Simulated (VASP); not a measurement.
# Ni (Fm-3m) in VASP: further runs

Runs on Ni. Level: r2SCAN. Tasks: single point.

All numbers are computed with VASP 6.6.1; they aren't measurements. Logs are shortened: lines on timing, memory, paths and dates and some standing lists are left out, and cuts for length are marked.

## (1) The cell of the first run

It takes space group Fm-3m (No. 225, cubic). The conventional cell has a = 3.479 Å, b = 3.479 Å, c = 3.479 Å, α = 90.00°, β = 90.00°, γ = 90.00°. Ni (site symmetry m-3m) has 12 Ni at 2.46 Å within 3.2 Å.

## (2) Single point, r2SCAN

POSCAR reads:

```
Ni
1.0
    0.0000000000      1.7394161781      1.7394161781
    1.7394161781      0.0000000000      1.7394161781
    1.7394161781      1.7394161781      0.0000000000
Ni
1
Direct
    0.0000000000      0.0000000000      0.0000000000
```

INCAR.step1 reads:

```
SYSTEM = Ni
PREC = Accurate
ENCUT = 520
ISMEAR = 0
SIGMA = 0.05
LREAL = .FALSE.
LASPH = .TRUE.
NELM = 80
NBANDS = 11
GGA = PE
ALGO = Normal
EDIFF = 1E-4
LWAVE = .TRUE.
LCHARG = .FALSE.
```

INCAR.step2 reads:

```
SYSTEM = Ni
PREC = Accurate
ENCUT = 520
EDIFF = 1E-6
ISMEAR = 0
SIGMA = 0.05
LREAL = .FALSE.
LASPH = .TRUE.
NELM = 80
ALGO = Normal
ISIF = 2
LWAVE = .FALSE.
LCHARG = .TRUE.
METAGGA = R2SCAN
LMIXTAU = .TRUE.
LELF = .TRUE.
LVHAR = .TRUE.
NBANDS = 11
ISTART = 1
```

KPOINTS reads:

```
regular mesh
0
G
  20 20 20
  0 0 0
```

Potentials or basis: VASP PAW PBE potentials, release 64 (Ni).

On the command line:

```
$ cat potpaw_PBE.64/Ni/POTCAR > POTCAR
$ cp INCAR.step1 INCAR
$ mpirun -np 1 vasp_std > vasp.out
$ cp INCAR.step2 INCAR
$ mpirun -np 1 vasp_std > vasp.out
```

OUTCAR:

```text
SYSTEM = Ni
   PREC = Accurate
   ENCUT = 520
   EDIFF = 1E-6
   ISMEAR = 0
   LREAL = .FALSE.
   LASPH = .TRUE.
   NELM = 80
   ISIF = 2
   METAGGA = R2SCAN
   ISTART = 1

 ion  position               nearest neighbor table
   1  0.000  0.000  0.000-

  LATTYP: Found a face centered cubic cell.
 ALAT       =     3.4788323562

  Lattice vectors:

 A1 = (   0.0000000000,   1.7394161781,   1.7394161781)
 A2 = (   1.7394161781,   0.0000000000,   1.7394161781)
 A3 = (   1.7394161781,   1.7394161781,   0.0000000000)

Analysis of symmetry for initial positions (statically):
=====================================================================
 Subroutine PRICEL returns:
 Original cell was already a primitive cell.

 Routine SETGRP: Setting up the symmetry group for a
 face centered cubic supercell.

 Subroutine GETGRP returns: Found 48 space group operations
 (whereof 48 operations were pure point group operations)
 out of a pool of 48 trial point group operations.

The static configuration has the point symmetry O_h .

Analysis of symmetry for dynamics (positions and initial velocities):
=====================================================================
 Subroutine PRICEL returns:
 Original cell was already a primitive cell.

 Routine SETGRP: Setting up the symmetry group for a
 face centered cubic supercell.

 Subroutine GETGRP returns: Found 48 space group operations
 (whereof 48 operations were pure point group operations)
 out of a pool of 48 trial point group operations.

The dynamic configuration has the point symmetry O_h .

 Subroutine INISYM returns: Found 48 space group operations
 (whereof 48 operations are pure point group operations),
 and found     1 'primitive' translations

----------------------------------------------------------------------------------------

                                     Primitive cell

  volume of cell :      10.5254

  direct lattice vectors                    reciprocal lattice vectors
     0.000000000  1.739416178  1.739416178    -0.287452771  0.287452771  0.287452771
     1.739416178  0.000000000  1.739416178     0.287452771 -0.287452771  0.287452771
     1.739416178  1.739416178  0.000000000     0.287452771  0.287452771 -0.287452771

  length of vectors
     2.459905950  2.459905950  2.459905950     0.497882804  0.497882804  0.497882804

  position of ions in fractional coordinates (direct lattice)
     0.000000000  0.000000000  0.000000000

  ion indices of the primitive-cell ions
   primitive index   ion index
                 1           1

[... 77 lines left out ...]
   ISIF   =      2    stress and relaxation
   ISYM   =      2    0-nonsym 1-usesym 2-fastsym
   POTIM  = 0.5000    time-step for ionic-motion
   TEBEG  =    0.0;   TEEND  =   0.0 temperature during run
   PSTRESS=    0.0 pullay stress
   NELECT =      10.0000    total number of electrons
   NUPDOWN=      -1.0000    fix difference up-down
   EMIN   =  10.00;   EMAX   =-10.00  energy-range for DOS
   EFERMI =   0.00;   METHOD = LEGACY
   ISMEAR =     0;   SIGMA  =   0.05  broadening in eV -4-tet -1-fermi 0-gaus
   EFERMI_NEDOS =   21; number of points for ismear=-14 and -15
   IALGO  =     38    algorithm
   IMIX   =      4    mixing-type and parameters
     AMIX     =   0.40;   BMIX     =  1.00
     AMIX_MAG =   1.60;   BMIX_MAG =  1.00
  volume/ion in A,a.u.               =      10.53        71.03
  Fermi-wavevector in a.u.,A,eV,Ry     =   1.609390  3.041306 35.240947  2.590137
  Thomas-Fermi vector in A             =   2.705108
   LORBIT       =      0    0 simple, 1 ext, 2 COOP (PROOUT), +10 PAW based schemes
   METAGGA = R2SCAN    functional components
   LHFCALC =     F    Hartree Fock is set to
   AEXX    =    0.0000 exact exchange contribution
   IVDW    =     0    specifies the selected vdW correction
   LEPSILON=     F    determine dielectric tensor
   LRPA    =     F    only Hartree local field effects (RPA)
 non-spin polarized calculation
 Gauss-broadening in eV      SIGMA  =   0.05
  energy-cutoff  :      520.00
  volume of cell :       10.53
 maximum number of plane-waves:       296
   NGX =  9   NGY =  9   NGZ =  9

 number of electron      10.0000000 magnetization

 Free energy of the ion-electron system (eV)
  ---------------------------------------------------
  ext. energy  EPLUGINS =         0.00000000
  ---------------------------------------------------
  free energy    TOTEN  =       -11.82864433 eV

  energy without entropy =      -11.82436844  energy(sigma->0) =      -11.82650638

 E-fermi :   9.4222     XC(G=0): -14.5808

 val. band max:        9.4220792110   @ k =   0.5000   0.1000   0.0000
 cond. band min:       9.4225941824   @ k =  -0.4000   0.3500   0.0500
 fundamental gap:      0.0005149714
 Fermi energy:         9.4221864836

 k-point     1 :       0.0000    0.0000    0.0000
  band No.  band energies     occupation
      1       0.0498      2.00000
      2       7.4800      2.00000
      3       7.4800      2.00000
      4       7.4800      2.00000
      5       8.5674      2.00000
      6       8.5674      2.00000
      7      34.4982      0.00000
      8      39.0837      0.00000
      9      39.0837      0.00000
     10      39.0839      0.00000
     11      41.9456      0.00000
[... 309 lines left out ...]
 k-point    24 :      -0.3500    0.0500    0.0000
  band No.  band energies     occupation
      1       4.2466      2.00000
      2       7.4515      2.00000
      3       7.5201      2.00000
      4       7.5238      2.00000
      5       9.0472      2.00000
      6       9.3987      1.49340
      7      19.5832      0.00000
      8      32.5708      0.00000
      9      35.2743      0.00000
     10      37.4760      0.00000
     11      39.1466      0.00000

 [... further k-points ...]

------------------------ aborting loop because EDIFF is reached ----------------------------------------

  FORCE on cell =-STRESS in cart. coord.  units (eV):
  Direction    XX          YY          ZZ          XY          YZ          ZX
  --------------------------------------------------------------------------------------
  -------------------------------------------------------------------------------------
  Total       -0.1602041     -0.1602041     -0.1602041     -0.0000000     -0.0000000     -0.0000000
  in kB      -24.3861768    -24.3861768    -24.3861768     -0.0000000     -0.0000000     -0.0000000
  external PRESSURE =     -24.3861768 kB  Pullay stress =       0.0000000 kB

 VOLUME and BASIS-vectors are now :
 -----------------------------------------------------------------------------
  energy-cutoff  :      520.00
  volume of cell :       10.53
      direct lattice vectors                 reciprocal lattice vectors
     0.000000000  1.739416178  1.739416178    -0.287452771  0.287452771  0.287452771
     1.739416178  0.000000000  1.739416178     0.287452771 -0.287452771  0.287452771
     1.739416178  1.739416178  0.000000000     0.287452771  0.287452771 -0.287452771

 POSITION                                       TOTAL-FORCE (eV/Angst)
 -----------------------------------------------------------------------------------
      0.00000      0.00000      0.00000         0.000000      0.000000      0.000000
 -----------------------------------------------------------------------------------
    total drift:                                0.000000     -0.000000      0.000000

  FREE ENERGIE OF THE ION-ELECTRON SYSTEM (eV)
  ---------------------------------------------------
  free  energy   TOTEN  =       -11.8286443275 eV

  energy  without entropy=      -11.8243684385  energy(sigma->0) =      -11.82650638
```

OUTCAR.step1:

```text
SYSTEM = Ni
   PREC = Accurate
   ENCUT = 520
   ISMEAR = 0
   LREAL = .FALSE.
   LASPH = .TRUE.
   NELM = 80
[... 552 lines left out ...]
 -----------------------------------------------------------------------------------
      0.00000      0.00000      0.00000        -0.000000     -0.000000      0.000000
 -----------------------------------------------------------------------------------
    total drift:                                0.000000     -0.000000      0.000000

  FREE ENERGIE OF THE ION-ELECTRON SYSTEM (eV)
  ---------------------------------------------------
  free  energy   TOTEN  =        -5.4109855842 eV

  energy  without entropy=       -5.4061015686  energy(sigma->0) =       -5.40854358
```

Run time: 58 s. Hardware: 1 thread of AMD EPYC 9R45 (Zen 5), shared host; peak memory 0.11 GiB.

What came out:

```yaml
Free_energy: -11.8286 eV
Pressure: -2.4 GPa
Band_gap_on_the_k_mesh: zero (bands 5 and 6 overlap by 1.12 eV)
```

Caveat: the PAW data sets were made with another functional, which shifts forces and pressure a little; the run has no spin polarisation, though such a crystal can be magnetic.

## (3) Single point, r2SCAN, collinear spin, ferromagnetic start (10.38 Å³/atom)

This run uses another cell than the first one, of 10.38 Å³/atom.

POSCAR reads:

```
Ni
1.0
    0.0000000000      1.7313902923      1.7313902923
    1.7313902923      0.0000000000      1.7313902923
    1.7313902923      1.7313902923      0.0000000000
Ni
1
Direct
    0.0000000000      0.0000000000      0.0000000000
```

INCAR.step1 reads:

```
SYSTEM = Ni
PREC = Accurate
ENCUT = 520
ISMEAR = 0
SIGMA = 0.05
LREAL = .False.
LASPH = .True.
NELM = 150
ISPIN = 2
MAGMOM = 0.93
LMAXMIX = 4
NBANDS = 15
GGA = PE
ALGO = Normal
EDIFF = 1E-4
LWAVE = .True.
LCHARG = .False.
```

INCAR.step2 reads:

```
SYSTEM = Ni
PREC = Accurate
ENCUT = 520
EDIFF = 1E-6
ISMEAR = 0
SIGMA = 0.05
LREAL = .False.
LASPH = .True.
NELM = 150
ALGO = Normal
ISIF = 2
LWAVE = .False.
LCHARG = .False.
ISPIN = 2
MAGMOM = 0.93
LORBIT = 11
LMAXMIX = 4
METAGGA = R2SCAN
LMIXTAU = .True.
NBANDS = 15
ISTART = 1
```

KPOINTS reads:

```
Automatic mesh
0
Gamma
  20 20 20
  0 0 0
```

Potentials or basis: VASP PAW PBE potentials, release 64 (Ni).

On the command line:

```
$ cat potpaw_PBE.64/Ni/POTCAR > POTCAR
$ cp INCAR.step1 INCAR
$ mpirun -np 1 vasp_std > vasp.out
$ cp INCAR.step2 INCAR
$ mpirun -np 1 vasp_std > vasp.out
```

Run time: 2.5 min. Hardware: 1 thread of AMD EPYC 9R45 (Zen 5), shared host; peak memory 0.14 GiB.

Results (log left out):

```
Free energy                                           : -11.9414 eV
Pressure                                              : 3.4 GPa
Net moment                                            : 0.72 μB per cell
Site moments                                          : Ni +0.73 μB
Valence electrons inside the program's atomic spheres : Ni 9.43
```

Levels at points of the mesh, in eV from the Fermi level:
Spin up:
| k point | band 2 | band 3 | band 4 | band 5 | band 6 | band 7 | band 8 | band 9 |
| --- | --- | --- | --- | --- | --- | --- | --- | --- |
| (0.00, 0.00, 0.00) | -3.06 | -3.06 | -3.06 | -1.69 | -1.69 | 24.96 | 29.49 | 29.49 |
| (0.50, 0.00, 0.00) | -2.99 | -2.99 | -1.05 | -1.05 | -0.49 | 5.99 | 23.37 | 26.50 |
| (0.50, 0.50, 0.00) | -4.96 | -0.95 | -0.95 | -0.93 | 2.52 | 9.78 | 15.87 | 15.87 |
Spin down:
```csv
k point,band 2,band 3,band 4,band 5,band 6,band 7
"(0.00, 0.00, 0.00)",-1.74,-1.74,-1.74,-0.94,-0.94,24.70
"(0.50, 0.00, 0.00)",-2.08,-2.08,-0.71,0.19,0.19,6.69
"(0.50, 0.50, 0.00)",-3.94,-0.14,0.57,0.57,2.27,10.13
```

Caveat: the cell stands under pressure; the PAW data sets were made with another functional, which shifts forces and pressure a little.
